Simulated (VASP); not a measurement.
A run of VASP 6.6.1 is set up as follows.

Contents of INCAR:

```
SYSTEM = MgB2
PREC = Accurate
ENCUT = 520
EDIFF = 1E-6
ISMEAR = 0
SIGMA = 0.1
LREAL = .FALSE.
LASPH = .TRUE.
NELM = 80
ALGO = Normal
ISIF = 2
LWAVE = .FALSE.
LCHARG = .FALSE.
GGA = PS
NBANDS = 11
```

The input KPOINTS:

```
Automatic mesh
0
G
  15 15 10
  0 0 0
```

File POSCAR:

```
MgB2
1.0
    3.2000403818      0.0000000000      0.0000000000
   -1.6000201909      2.7713162638      0.0000000000
    0.0000000000      0.0000000000      3.6015276700
Mg B
1 2
Direct
    0.0000000000      0.0000000000      0.0000000000
    0.3333333333      0.6666666667      0.5000000000
    0.6666666667      0.3333333333      0.5000000000
```

Potentials or basis: VASP PAW PBE potentials, release 64 (Mg, B).

Command:

```console
$ cat potpaw_PBE.64/Mg/POTCAR potpaw_PBE.64/B/POTCAR > POTCAR
$ mpirun -np 1 vasp_std > vasp.out
```

(1) Estimate the band gap on the k mesh.

(2) What does it give for the pressure?

## Answers

(1) zero (band 4 reaches 6.33 eV, above the bottom of band 5 at 2.67 eV).

(2) -15.3 GPa.

Caveat: the cell differs from its parent crystal (strained); the PAW data sets were made with another functional, which shifts forces and pressure a little.
